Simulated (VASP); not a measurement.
# SiNi (Pnma) in VASP: relaxation of cell and atoms with PBE

Aim: the relaxation of cell and atoms of SiNi with PBE.

Program: VASP 6.6.1. These are calculated values, not measurements. Logs are shortened: lines on timing, memory, paths and dates and some standing lists are left out, and cuts for length are marked.

**1. The cell of the first run**

The structure is orthorhombic, space group Pnma (No. 62). The conventional cell has a = 5.173 Å, b = 3.338 Å, c = 5.605 Å, α = 90.00°, β = 90.00°, γ = 90.00°. Within 3.0 Å of Si (site symmetry m) lie 6 Ni at 2.28 to 2.40 Å and 2 Si at 2.66 Å. Ni (site symmetry m) has 6 Si at 2.28 to 2.40 Å and 4 Ni at 2.68 to 2.69 Å within 3.0 Å.

**2. Relaxation of cell and atoms, PBE**

Contents of INCAR:

```
PREC = Accurate
ENCUT = 600
EDIFF = 1E-6
ISMEAR = 0
SIGMA = 0.1
LREAL = False
LASPH = True
NELM = 100
ALGO = Fast
ISIF = 3
LWAVE = False
LCHARG = False
GGA = PE
IBRION = 2
NSW = 100
EDIFFG = -0.005
```

Contents of KPOINTS:

```
Automatic mesh
0
Gamma
  8 10 6
```

Contents of POSCAR:

```
SiNi
1.0
    5.1731000000      0.0000000000      0.0000000000
    0.0000000000      3.3381000000      0.0000000000
    0.0000000000      0.0000000000      5.6049000000
Si Ni
4 4
Direct
    0.3212800000      0.7500000000      0.0825000000
    0.1787200000      0.2500000000      0.5825000000
    0.8212800000      0.7500000000      0.4175000000
    0.6787200000      0.2500000000      0.9175000000
    0.0077900000      0.2500000000      0.1875200000
    0.4922100000      0.7500000000      0.6875200000
    0.5077900000      0.2500000000      0.3124800000
    0.9922100000      0.7500000000      0.8124800000
```

Potentials or basis: VASP PAW PBE potentials, release 64 (Si, Ni).

The run is started by

```console
$ cat potpaw_PBE.64/Si/POTCAR potpaw_PBE.64/Ni/POTCAR > POTCAR
$ mpirun -np 1 vasp_std > vasp.out
```

OUTCAR:

```text
PREC = Accurate
   ENCUT = 600
   EDIFF = 1E-6
   ISMEAR = 0
   LREAL = False
   LASPH = True
   NELM = 100
   ISIF = 3
   GGA = PE
   IBRION = 2
   NSW = 100
   EDIFFG = -0.005

 ion  position               nearest neighbor table
   1  0.321  0.750  0.083-   8 2.28   7 2.32   7 2.32   6 2.38   5 2.40   5 2.40   4 2.66   4 2.66

   2  0.179  0.250  0.583-   7 2.28   8 2.32   8 2.32   5 2.38   6 2.40   6 2.40   3 2.66   3 2.66

   3  0.821  0.750  0.417-   6 2.28   5 2.32   5 2.32   8 2.38   7 2.40   7 2.40   2 2.66   2 2.66

   4  0.679  0.250  0.917-   5 2.28   6 2.32   6 2.32   7 2.38   8 2.40   8 2.40   1 2.66   1 2.66

   5  0.008  0.250  0.188-   4 2.28   3 2.32   3 2.32   2 2.38   1 2.40   1 2.40   7 2.68   7 2.68
                             8 2.69   8 2.69
   6  0.492  0.750  0.688-   3 2.28   4 2.32   4 2.32   1 2.38   2 2.40   2 2.40   8 2.68   8 2.68
                             7 2.69   7 2.69
   7  0.508  0.250  0.312-   2 2.28   1 2.32   1 2.32   4 2.38   3 2.40   3 2.40   5 2.68   5 2.68
                             6 2.69   6 2.69
   8  0.992  0.750  0.812-   1 2.28   2 2.32   2 2.32   3 2.38   4 2.40   4 2.40   6 2.68   6 2.68
                             5 2.69   5 2.69

  LATTYP: Found a simple orthorhombic cell.
 ALAT       =     3.3381000000
 B/A-ratio  =     1.5497139091
 C/A-ratio  =     1.6790689314

  Lattice vectors:

 A1 = (   0.0000000000,  -3.3381000000,   0.0000000000)
 A2 = (   5.1731000000,   0.0000000000,   0.0000000000)
 A3 = (   0.0000000000,   0.0000000000,   5.6049000000)

Analysis of symmetry for initial positions (statically):
=====================================================================
 Subroutine PRICEL returns:
 Original cell was already a primitive cell.

 Routine SETGRP: Setting up the symmetry group for a
 simple orthorhombic supercell.

 Subroutine GETGRP returns: Found  8 space group operations
 (whereof  2 operations were pure point group operations)
 out of a pool of  8 trial point group operations.

The static configuration has the point symmetry S_2 .
 The point group associated with its full space group is D_2h.

Analysis of symmetry for dynamics (positions and initial velocities):
=====================================================================
 Subroutine PRICEL returns:
 Original cell was already a primitive cell.

 Routine SETGRP: Setting up the symmetry group for a
 simple orthorhombic supercell.

 Subroutine GETGRP returns: Found  8 space group operations
 (whereof  2 operations were pure point group operations)
 out of a pool of  8 trial point group operations.

[... 138 lines left out ...]
   GGA     = PE    functional components
   LHFCALC =     F    Hartree Fock is set to
   AEXX    =    0.0000 exact exchange contribution
   IVDW    =     0    specifies the selected vdW correction
   LEPSILON=     F    determine dielectric tensor
   LRPA    =     F    only Hartree local field effects (RPA)
 conjugate gradient relaxation of ions
 non-spin polarized calculation
 RMM-DIIS sequential band-by-band and
 Gauss-broadening in eV      SIGMA  =   0.10
  energy-cutoff  :      600.00
  volume of cell :       96.79
 maximum number of plane-waves:      3260
 NGX is ok and might be reduce to    42
   NGX = 21   NGY = 13   NGZ = 23

--------------------------------------- Ionic step        1  -------------------------------------------

 number of electron      56.0000001 magnetization

 Free energy of the ion-electron system (eV)
  ---------------------------------------------------
  ext. energy  EPLUGINS =         0.00000000
  ---------------------------------------------------
  free energy    TOTEN  =       -47.59951101 eV

  energy without entropy =      -47.58967725  energy(sigma->0) =      -47.59459413

------------------------ aborting loop because EDIFF is reached ----------------------------------------

  FORCE on cell =-STRESS in cart. coord.  units (eV):
  Direction    XX          YY          ZZ          XY          YZ          ZX
  --------------------------------------------------------------------------------------
  -------------------------------------------------------------------------------------
  Total        0.8910015      1.2203626      1.2724078      0.0000000      0.0000000      0.0000000
  in kB       14.7492846     20.2013962     21.0629323      0.0000000      0.0000000      0.0000000
  external PRESSURE =      18.6712044 kB  Pullay stress =       0.0000000 kB
[... 107 lines left out ...]
  FREE ENERGIE OF THE ION-ELECTRON SYSTEM (eV)
  ---------------------------------------------------
  free  energy   TOTEN  =       -47.6052085279 eV

  energy  without entropy=      -47.5953587403  energy(sigma->0) =      -47.60028363

[... ionic steps 4 to 24 ...]

--------------------------------------- Ionic step       25  -------------------------------------------

 number of electron      56.0000013 magnetization

------------------------ aborting loop because EDIFF is reached ----------------------------------------
[... 79 lines left out ...]
--------------------------------------- Ionic step       27  -------------------------------------------

 number of electron      56.0000013 magnetization

 Free energy of the ion-electron system (eV)
  ---------------------------------------------------
  ext. energy  EPLUGINS =         0.00000000
  ---------------------------------------------------
  free energy    TOTEN  =       -47.60707000 eV

  energy without entropy =      -47.59897136  energy(sigma->0) =      -47.60302068

 E-fermi :  10.3053     XC(G=0): -12.1686

 val. band max:       10.2853689405   @ k =   0.1250   0.4000   0.0000
 cond. band min:      10.3257934670   @ k =   0.3750   0.0000   0.0000
 fundamental gap:      0.0404245265
 Fermi energy:        10.3053281816

 k-point     1 :       0.0000    0.0000    0.0000
  band No.  band energies     occupation
      1      -2.6189      2.00000
      2       0.6927      2.00000
      3       1.9878      2.00000
      4       2.5593      2.00000
      5       3.8631      2.00000
      6       4.3309      2.00000
[... 853 lines left out ...]
     32      11.4419      0.00000
     33      12.7967      0.00000

 [... further k-points ...]

------------------------ aborting loop because EDIFF is reached ----------------------------------------

  FORCE on cell =-STRESS in cart. coord.  units (eV):
  Direction    XX          YY          ZZ          XY          YZ          ZX
  --------------------------------------------------------------------------------------
  -------------------------------------------------------------------------------------
  Total        0.0003055      0.0349185      0.0121057     -0.0000000      0.0000000      0.0000000
  in kB        0.0050071      0.5723655      0.1984299     -0.0000000      0.0000000      0.0000000
  external PRESSURE =       0.2586008 kB  Pullay stress =       0.0000000 kB
[... 23 lines left out ...]
  FREE ENERGIE OF THE ION-ELECTRON SYSTEM (eV)
  ---------------------------------------------------
  free  energy   TOTEN  =       -47.6070700020 eV

  energy  without entropy=      -47.5989713553  energy(sigma->0) =      -47.60302068

 reached required accuracy - stopping structural energy minimisation
```

Wall time 2 h (1 thread of Oxide Virtual Turin-like, shared host); peak memory 0.48 GiB.

What came out:

```yaml
Free_energy: -47.6071 eV
Relaxed_volume: 12.22 Å³/atom
Relaxed_cell: a = 5.158 Å, b = 3.370 Å, c = 5.623 Å, α = 90.00°, β = 90.00°, γ = 90.00°
Space_group_after_relaxing_to_0.1_Å: Pnma (No. 62)
Energy_gained_by_relaxing: 0.9 meV/atom
Ionic_steps: 27
Pressure_after_relaxing: 0.0 GPa
Band_gap_on_the_k_mesh: zero (bands 28 and 29 overlap by 1.79 eV)
```

Forces on the atoms (eV/Å):
```
Si   0.001  0.000  0.001
Si  -0.001  0.000  0.001
Si   0.001  0.000 -0.001
Si  -0.001  0.000 -0.001
Ni   0.002  0.000  0.002
Ni  -0.002  0.000  0.002
Ni   0.002  0.000 -0.002
Ni  -0.002  0.000 -0.002
```

Step by step:
```
step  energy change (eV)  largest force (eV/Å)  pressure (GPa)  volume (Å³)
   1              0.0000                0.0472            1.87        96.79
   2             -0.0003                0.0534           -1.76        98.78
   3             -0.0057                0.0422           -0.01        97.77
   4             -0.0057                0.0416           -0.11        97.80
   5             -0.0064                0.0205           -0.05        97.80
   6             -0.0068                0.0122           -0.04        97.81
   7             -0.0070                0.0240           -0.06        97.81
   8             -0.0070                0.0152            0.08        97.81
   9             -0.0072                0.0143           -0.23        97.92
  10             -0.0072                0.0142           -0.22        97.91
  11             -0.0073                0.0192            0.05        97.86
  12             -0.0073                0.0199           -0.10        97.86
  13             -0.0073                0.0217           -0.12        97.84
  14             -0.0073                0.0252           -0.09        97.82
  15             -0.0074                0.0198            0.07        97.77
  16             -0.0074                0.0175            0.11        97.75
  17             -0.0075                0.0109            0.04        97.77
  18             -0.0075                0.0062           -0.03        97.80
  19             -0.0075                0.0067           -0.03        97.80
  20             -0.0075                0.0032           -0.08        97.79
  21             -0.0076                0.0053            0.09        97.77
  22             -0.0076                0.0043           -0.04        97.79
  23             -0.0076                0.0032            0.07        97.79
  24             -0.0076                0.0041           -0.07        97.79
  25             -0.0076                0.0028           -0.08        97.77
  26             -0.0076                0.0021            0.11        97.72
  27             -0.0076                0.0028            0.03        97.74
```

Final structure:
```
Si Ni
1.0
     5.15833    0.00000    0.00000
     0.00000    3.36993    0.00000
     0.00000    0.00000    5.62292
Si Ni
4 4
Direct
  0.32125 0.75000 0.08378
  0.17875 0.25000 0.58378
  0.82125 0.75000 0.41622
  0.67875 0.25000 0.91622
  0.00841 0.25000 0.18842
  0.49159 0.75000 0.68842
  0.50841 0.25000 0.31158
  0.99159 0.75000 0.81158
```

Spin polarisation is off, so any magnetic state and its effect on volume and gap are missing. Zero-point motion and thermal expansion aren't in these numbers.

The gap in the log of VASP goes by the Fermi energy; the results here count the filled bands.